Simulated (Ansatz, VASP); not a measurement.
# Al: VASP beside Ansatz

```
Al
1.0
    -1.55147    1.55147    1.55147
     1.55147   -1.55147    1.55147
     1.55147    1.55147   -1.55147
Al
1
Direct
  0.00000 0.00000 0.00000
```

Alike in both runs: task single point; functional LDA; k mesh 16 × 16 × 16; occupations fermi-dirac, width 0.1 eV; no spin polarisation.

|  | VASP | Ansatz |
| --- | --- | --- |
| version | VASP 6.6.1 | Ansatz 0.2.0 |
| potentials or method | VASP PAW LDA potentials, release 64 (Al), cutoff 520 eV | plane waves (420 eV) with PAW, scalar-relativistic |
| valence electrons in the cell | 3 | 3 |

VASP gave:

| Property | Result |
| --- | --- |
| pressure (GPa) | 7.3 |

Task: Estimate Ansatz's values.

Result: Pressure (GPa): 7.2.

Ansatz warns that its potentials were made for another functional, while VASP's fit it. LDA's correlation is that of Perdew and Zunger in VASP and of Perdew and Wang (1992) in Ansatz.
